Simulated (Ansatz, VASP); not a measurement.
**Ir2F: VASP beside Ansatz**

```
Ir F
1.0
     0.00000    3.65218    3.65218
     3.65218    0.00000    3.65218
     3.65218    3.65218    0.00000
Ir F
4 2
Cartesian
  4.5652 4.5652 4.5652
  4.5652 2.7391 2.7391
  2.7391 2.7391 4.5652
  2.7391 4.5652 2.7391
  0.0000 0.0000 0.0000
  1.8261 1.8261 1.8261
```

Alike in both runs: functional PBE; k mesh 4 × 4 × 4; occupations gaussian, width 0.1 eV; collinear spin.

Ansatz relaxed the structure, and its values are those at the end. VASP's run is a single point on that final structure, the one shown.

|  | VASP | Ansatz |
| --- | --- | --- |
| version | VASP 6.6.1 | Ansatz 0.2.0 |
| potentials or method | VASP PAW PBE potentials, release 64 (Ir, F), cutoff 520 eV | scalar-relativistic, plane waves, PAW |
| valence electrons in the cell | 50 | 82 |

```csv
,VASP,Ansatz,Ansatz less VASP
gap on the k mesh at the Fermi level (eV),none,none,-
pressure (GPa),0.1,0.0,-0.13
net moment per atom (μB),0.83,0.83,0.000
size of the moment on the site where the two differ most (μB),1.09,1.01,-0.084
```

Site moments also hang on the region over which each program counts them. A gap of «none» marks a metal or a gap that the smearing closes. The functional is the same, so the differences come from potentials, cutoffs and numerics. VASP's potentials hold 50 valence electrons a cell and Ansatz's 82, so a difference there can come from the potentials and not from the codes.

The k mesh is coarse, so the values compare programs but aren't converged. Neither program's run includes spin-orbit coupling.
